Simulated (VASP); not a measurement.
# Ag (Cmce) in VASP: a series of runs, part 2 of 2

VASP 6.6.1.

**3. Relaxation of cell and atoms, PBE**

This run uses another cell than the first one, of 18.16 Å³/atom, 0.997 times its volume.

INCAR

```
PREC = Accurate
ENCUT = 600
EDIFF = 1E-6
ISMEAR = 0
SIGMA = 0.1
LREAL = False
LASPH = True
NELM = 100
ALGO = Normal
ISIF = 3
LWAVE = False
LCHARG = False
GGA = PE
IBRION = 2
NSW = 90
EDIFFG = -0.04
```

KPOINTS

```
Automatic mesh
0
Gamma
  6 6 4
```

POSCAR

```
Ag
1.0
    1.6293996204     -5.1687903367      0.0000000000
    1.6293996204      5.1687903367      0.0000000000
    0.0000000000      0.0000000000      4.3122479380
Ag
4
Direct
    0.0980000000      0.9020000000      0.9100000000
    0.5980000000      0.4020000000      0.5900000000
    0.9020000000      0.0980000000      0.0900000000
    0.4020000000      0.5980000000      0.4100000000
```

Potentials or basis: VASP PAW PBE potentials, release 64 (Ag).

The run is started by

```sh
cat potpaw_PBE.64/Ag/POTCAR > POTCAR
mpirun -np 1 vasp_std > vasp.out
```

Run time: 19 min. Hardware: 1 thread of AMD EPYC 9R45 (Zen 5), shared host; peak memory 0.29 GiB.

Results (log left out):

```
Free energy                            : -10.3756 eV
Relaxed volume                         : 18.83 Å³/atom
Relaxed cell                           : a = 5.417 Å, b = 5.417 Å, c = 4.858 Å, α = 90.00°, β = 90.00°, γ = 148.11°
Space group after relaxing (to 0.05 Å) : Fmmm (No. 69)
Energy gained by relaxing              : 2742.6 meV/atom
Ionic steps                            : 32
Pressure after relaxing                : 0.1 GPa
Largest force after relaxing           : 0.018 eV/Å
Band gap on the k mesh                 : zero (band 22 reaches 9.98 eV, above the bottom of band 23 at 4.86 eV)
```

Forces on the atoms (eV/Å):
```
Ag   0.000 -0.014  0.011
Ag   0.000 -0.014 -0.011
Ag   0.000  0.014 -0.011
Ag   0.000  0.014  0.011
```

Stress tensor (GPa, compression positive):
```
 0.22  0.00  0.00
 0.00 -0.07  0.00
 0.00  0.00  0.23
```

Step by step:
```
step  energy change (eV)  largest force (eV/Å)  pressure (GPa)  volume (Å³)
   1              0.0000               11.9384           78.10        72.64
   2             -4.7929                0.1402           -4.38       210.01
   3             -5.2373                0.0870           -5.04       194.27
   4             -5.7337                0.0809           -5.82       179.54
   5             -8.6105                0.2922           -7.72       118.26
   6             -8.9982                2.0483            1.16        93.63
   7             -9.1161                0.9959           -4.66       103.35
   8             -9.1386                1.2443           -3.37       100.38
   9             -9.1380                1.3084           -3.04        99.70
  10             -9.5604                1.1918           -3.82        94.73
  11            -10.2281                1.4883            0.89        80.40
  12            -10.4603                0.9661            0.95        78.57
  13            -10.6465                0.2290            3.44        75.26
  14            -10.8004                0.2180            0.75        76.61
  15            -10.9059                0.1650           -2.92        79.39
  16            -10.9070                0.1738           -2.62        79.12
  17            -10.9338                0.1823           -1.55        77.70
  18            -10.9449                0.1828           -0.24        76.23
  19            -10.9449                0.1823           -0.09        76.11
  20            -10.9494                0.1335           -0.02        75.92
  21            -10.9541                0.0232            0.28        75.48
  22            -10.9541                0.0101            0.33        75.42
  23            -10.9555                0.0064           -0.05        75.73
  24            -10.9560                0.0268           -0.54        76.16
  25            -10.9568                0.0262           -0.52        76.15
  26            -10.9595                0.0241           -0.54        76.10
  27            -10.9664                0.0244           -0.55        76.00
  28            -10.9653                0.0388           -0.30        75.74
  29            -10.9685                0.0344           -0.45        75.85
  30            -10.9690                0.0294           -0.51        75.93
  31            -10.9692                0.0312           -0.48        75.91
  32            -10.9706                0.0177            0.13        75.31
```

Final structure:
```
Ag
1.0
     1.48812   -5.20873    0.00000
     1.48812    5.20873    0.00000
     0.00000    0.00000    4.85823
Ag
4
Direct
  0.13266 0.86734 0.99976
  0.63266 0.36734 0.50024
  0.86734 0.13266 0.00024
  0.36734 0.63266 0.49976
```

Levels at points of the mesh, in eV from the Fermi level:
| k point | band 20 | band 21 | band 22 | band 23 | band 24 | band 25 |
| --- | --- | --- | --- | --- | --- | --- |
| (0.00, 0.00, 0.00) | -2.67 | -2.55 | -0.71 | -0.13 | 1.98 | 3.19 |
| (0.50, 0.00, 0.00) | -2.92 | -0.32 | -0.32 | 2.55 | 2.55 | 6.27 |
| (0.50, 0.50, 0.00) | -2.83 | -2.76 | -2.63 | 1.95 | 2.64 | 3.67 |
| (0.00, 0.00, 0.50) | -3.44 | -3.44 | -3.44 | 2.14 | 2.14 | 2.64 |
| (0.50, 0.00, 0.50) | -2.77 | 0.30 | 0.30 | 1.88 | 1.88 | 3.07 |
| (0.50, 0.50, 0.50) | -2.95 | -2.58 | -2.58 | -2.32 | -2.32 | 9.54 |

Caveat: the k points lie up to 0.37 Å⁻¹ apart in the final cell.

**4. Single point, PBE**

This run uses another cell than the first one, of 18.16 Å³/atom, 0.997 times its volume.

INCAR

```
PREC = Accurate
ENCUT = 520
EDIFF = 1E-7
ISMEAR = 0
SIGMA = 0.1
LREAL = False
LASPH = True
NELM = 100
ALGO = Normal
ISIF = 2
LWAVE = False
LCHARG = False
GGA = PE
NBANDS = 30
```

KPOINTS is that of step 3.

POSCAR is that of step 3.

Potentials or basis: VASP PAW PBE potentials, release 64 (Ag).

The run is started by

```sh
cat potpaw_PBE.64/Ag/POTCAR > POTCAR
mpirun -np 1 vasp_std > vasp.out
```

OUTCAR:

```text
PREC = Accurate
   ENCUT = 520
   EDIFF = 1E-7
   ISMEAR = 0
   LREAL = False
   LASPH = True
   NELM = 100
   ISIF = 2
   GGA = PE

 ion  position               nearest neighbor table
   1  0.098  0.902  0.910-   2 2.14   2 2.14   3 2.17   2 3.35   2 3.35   4 3.38   4 3.38   4 3.38
                             4 3.38
   2  0.598  0.402  0.590-   1 2.14   1 2.14   4 2.17   1 3.35   1 3.35   3 3.38   3 3.38   3 3.38
                             3 3.38
   3  0.902  0.098  0.090-   4 2.14   4 2.14   1 2.17   4 3.35   4 3.35   2 3.38   2 3.38   2 3.38
                             2 3.38
[... 1000 lines left out ...]
  -------------------------------------------------------------------------------------
  Total       44.1878113     27.4274984     34.6012252      0.0000000      0.0000000      0.0000000
  in kB      974.6817336    604.9876863    763.2236395      0.0000000      0.0000000      0.0000000
  external PRESSURE =     780.9643531 kB  Pullay stress =       0.0000000 kB

 VOLUME and BASIS-vectors are now :
 -----------------------------------------------------------------------------
  energy-cutoff  :      520.00
  volume of cell :       72.64
      direct lattice vectors                 reciprocal lattice vectors
     1.629399620 -5.168790337  0.000000000     0.306861493 -0.096734433  0.000000000
     1.629399620  5.168790337  0.000000000     0.306861493  0.096734433  0.000000000
     0.000000000  0.000000000  4.312247938     0.000000000  0.000000000  0.231897612

 POSITION                                       TOTAL-FORCE (eV/Angst)
 -----------------------------------------------------------------------------------
      1.62940      4.15571      3.92415         0.000000     -7.652419      9.164437
      1.62940     -1.01308      2.54423         0.000000     -7.652419     -9.164437
      1.62940     -4.15571      0.38810         0.000000      7.652419     -9.164437
      1.62940      1.01308      1.76802         0.000000      7.652419      9.164437
 -----------------------------------------------------------------------------------
    total drift:                                0.000000      0.000000      0.000000

  FREE ENERGIE OF THE ION-ELECTRON SYSTEM (eV)
  ---------------------------------------------------
  free  energy   TOTEN  =         0.5946796894 eV

  energy  without entropy=        0.5954631955  energy(sigma->0) =        0.59507144
```

OSZICAR:

```text
N       E                     dE             d eps       ncg     rms          rms(c)
DAV:   1     0.308571099705E+03    0.30857E+03   -0.22982E+04  2340   0.146E+03
DAV:   2     0.687392288821E+01   -0.30170E+03   -0.28826E+03  2502   0.337E+02
DAV:   3    -0.968426057207E-01   -0.69708E+01   -0.69402E+01  2622   0.588E+01
DAV:   4    -0.131470405322E+00   -0.34628E-01   -0.34625E-01  2466   0.394E+00
DAV:   5    -0.131936977696E+00   -0.46657E-03   -0.46657E-03  2610   0.475E-01    0.302E+01
DAV:   6     0.451059043812E+00    0.58300E+00   -0.10384E+00  2496   0.815E+00    0.187E+01
DAV:   7     0.587740311206E+00    0.13668E+00   -0.21050E-01  2478   0.296E+00    0.167E+00
DAV:   8     0.594432809604E+00    0.66925E-02   -0.26273E-02  2454   0.120E+00    0.133E-01
DAV:   9     0.594714788345E+00    0.28198E-03   -0.16133E-03  2562   0.212E-01    0.523E-02
DAV:  10     0.594684186537E+00   -0.30602E-04   -0.89629E-05  2538   0.529E-02    0.245E-02
DAV:  11     0.594681064223E+00   -0.31223E-05   -0.26184E-06  2604   0.932E-03    0.631E-03
DAV:  12     0.594679583545E+00   -0.14807E-05   -0.17695E-06  2526   0.837E-03    0.123E-03
DAV:  13     0.594679750148E+00    0.16660E-06   -0.35579E-08  1464   0.116E-03    0.732E-04
DAV:  14     0.594679689380E+00   -0.60769E-07   -0.81959E-09  1308   0.630E-04
   1 F= 0.59467969E+00 E0= 0.59507144E+00  d E =-.783506E-03
```

Wall time 41 s (1 thread of AMD EPYC 9R45 (Zen 5), shared host); peak memory 0.21 GiB.

Results:

```
Free energy            : 0.5947 eV
Pressure               : 78.1 GPa
Largest force          : 11.939 eV/Å
Band gap on the k mesh : zero (band 22 reaches 10.00 eV, above the bottom of band 23 at 6.85 eV)
```

Forces on the atoms (eV/Å):
```
Ag   0.000 -7.652  9.164
Ag   0.000 -7.652 -9.164
Ag   0.000  7.652 -9.164
Ag   0.000  7.652  9.164
```

Stress tensor (GPa, compression positive):
```
97.47  0.00  0.00
 0.00 60.50  0.00
 0.00  0.00 76.32
```

Caveat: the k points lie up to 0.36 Å⁻¹ apart; forces of over 1 eV/Å act on the atoms, so gaps and moduli don't describe the material at rest.

**5. The runs side by side**

```csv
task,cell,cutoff (eV),gap on the mesh (eV),pressure (GPa),largest force (eV/Å)
single point,"a = 3.278, b = 3.278, c = 7.372 Å, angles 90.0, 90.0, 66.9°, 4 atoms",520,none,37.6,12.37
relaxation of cell and atoms,"relaxed from a = 5.420, b = 5.420, c = 4.312 Å, angles 90.0, 90.0, 145.0°, 4 atoms",600,none,0.1,0.02
single point,"a = 5.420, b = 5.420, c = 4.312 Å, angles 90.0, 90.0, 145.0°, 4 atoms",520,none,78.1,11.94
```

Alike in all rows: level PBE; potentials or basis VASP PAW PBE potentials, release 64 (Ag); no spin polarisation; k mesh 6 × 6 × 4; smearing gaussian 0.1 eV.

Caveats: some runs use coarse meshes; forces of over 1 eV/Å act on the atoms, so gaps and moduli don't describe the material at rest (some runs).

Total energies depend on the potentials used, so only differences within one code and one set of settings carry meaning.
